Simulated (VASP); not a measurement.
A run of VASP 6.6.1 is set up as follows.

File POSCAR:

```
Zn
1.0
    2.7393814666      0.0000000000      0.0000000000
   -1.3696907333      2.3723739407      0.0000000000
    0.0000000000      0.0000000000      5.0950443307
Zn
2
Direct
    0.6666666667      0.3333333333      0.7500000000
    0.3333333333      0.6666666667      0.2500000000
```

File INCAR.step1:

```
SYSTEM = Zn
ALGO     = Normal         ! electronic algorithm
EDIFF    = 1E-5           ! SCF threshold, eV
ENCUT    = 520            ! plane-wave cutoff, eV
GGA      = PE             ! functional
ISIF     = 2              ! what is computed and relaxed
ISMEAR   = 0              ! smearing method
LASPH    = .TRUE.         ! aspherical terms in the spheres
LREAL    = .FALSE.        ! projectors in reciprocal space
LWAVE    = .TRUE.         ! write WAVECAR
NBANDS   = 19             ! bands
NELM     = 100            ! most SCF steps
PREC     = Accurate       ! precision mode
SIGMA    = 0.02           ! smearing width, eV
```

INCAR.step2

```
SYSTEM = Zn
AEXX     = 0.1            ! exact-exchange fraction
ALGO     = Normal         ! electronic algorithm
EDIFF    = 1E-7           ! SCF threshold, eV
ENCUT    = 520            ! plane-wave cutoff, eV
ISIF     = 2              ! what is computed and relaxed
ISMEAR   = 0              ! smearing method
ISTART   = 1            
IVDW     = 12             ! dispersion correction
LASPH    = .TRUE.         ! aspherical terms in the spheres
LCHARG   = .TRUE.         ! write CHGCAR
LELF     = .TRUE.         ! ELF
LHFCALC  = .TRUE.         ! exact exchange
LMIXTAU  = .TRUE.       
LREAL    = .FALSE.        ! projectors in reciprocal space
LVHAR    = .TRUE.       
LWAVE    = .FALSE.        ! write WAVECAR
METAGGA  = R2SCAN         ! meta-GGA
NBANDS   = 19             ! bands
NELM     = 100            ! most SCF steps
PREC     = Accurate       ! precision mode
PRECFOCK = Normal       
SIGMA    = 0.02           ! smearing width, eV
VDW_A1   = 0.4709       
VDW_A2   = 5.9157       
VDW_S6   = 1.0          
VDW_S8   = 1.1236
```

Contents of KPOINTS:

```
k-points
0
G
  7 7 4
  0 0 0
```

Potentials or basis: VASP PAW PBE potentials, release 64 (Zn).

Run with:

```console
$ cat potpaw_PBE.64/Zn/POTCAR > POTCAR
$ cp INCAR.step1 INCAR
$ mpirun -np 1 vasp_std > vasp.out
$ cp INCAR.step2 INCAR
$ mpirun -np 1 vasp_std > vasp.out
```

(1) What does it give for the pressure?

(2) What does it give for the band gap on the k mesh?

(3) Predict the dispersion energy per atom.

Results:

(1) -10.6 GPa.

(2) zero (bands 12 and 13 overlap by 5.13 eV).

(3) -0.201 eV.

Caveat: the k points lie up to 0.38 Å⁻¹ apart, too coarse for converged energies and pressures of a metal; the PAW data sets were made with another functional, which shifts forces and pressure a little.
